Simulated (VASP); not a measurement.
Write the native input for VASP 6.6.1 that does the following.

* Task: single point
* Functional: r2SCAN
* Potentials or basis: VASP PAW PBE potentials, release 64 (Pb_d)
* Cutoff: 520 eV
* k mesh: 7 × 7 × 7
* Occupations: fermi-dirac, width 0.05 eV
* Spin: no spin polarisation
* Dipole correction: no
* Further INCAR settings: ALGO = Normal; EDIFF = 1e-06; NBANDS = 21

The system is Pb.

```
Pb
1.0
     0.00000    3.41592    3.41592
     3.41592    0.00000    3.41592
     3.41592    3.41592    0.00000
Pb
2
Direct
  0.25000 0.25000 0.25000
  0.00000 0.00000 0.00000
```

The input as run:

POSCAR

```
Pb
1.0
    0.0000000000      3.4159188228      3.4159188228
    3.4159188228      0.0000000000      3.4159188228
    3.4159188228      3.4159188228      0.0000000000
Pb
2
Direct
    0.2500000000      0.2500000000      0.2500000000
    0.0000000000      0.0000000000      0.0000000000
```

INCAR.step1

```
PREC = Accurate
ENCUT = 520
ISMEAR = -1
SIGMA = 0.05
LREAL = F
LASPH = T
NELM = 60
NBANDS = 21
GGA = PE
ALGO = Normal
EDIFF = 1E-4
LWAVE = T
LCHARG = F
```

INCAR.step2

```
PREC = Accurate
ENCUT = 520
EDIFF = 1E-6
ISMEAR = -1
SIGMA = 0.05
LREAL = F
LASPH = T
NELM = 60
ALGO = Normal
ISIF = 2
LWAVE = F
LCHARG = F
METAGGA = R2SCAN
LMIXTAU = T
NBANDS = 21
ISTART = 1
```

KPOINTS

```
regular mesh
0
Gamma
  7 7 7
```

Potentials or basis: VASP PAW PBE potentials, release 64 (Pb_d).

Run with:

```bash
$ cat potpaw_PBE.64/Pb_d/POTCAR > POTCAR
$ cp INCAR.step1 INCAR
$ mpirun -np 1 vasp_std > vasp.out
$ cp INCAR.step2 INCAR
$ mpirun -np 1 vasp_std > vasp.out
```

Results of the run:

The pressure is 1.8 GPa and the band gap on the k mesh is zero (band 14 reaches 4.78 eV, above the bottom of band 15 at 3.59 eV).

Caveat: the PAW data sets were made with another functional, which shifts forces and pressure a little; spin-orbit coupling is left out, which moves the levels of the heavy elements.

Run time: 53 s on 1 thread of Intel(R) Xeon(R) 6975P-C (Granite Rapids), on a shared host, peak memory 0.22 GiB.
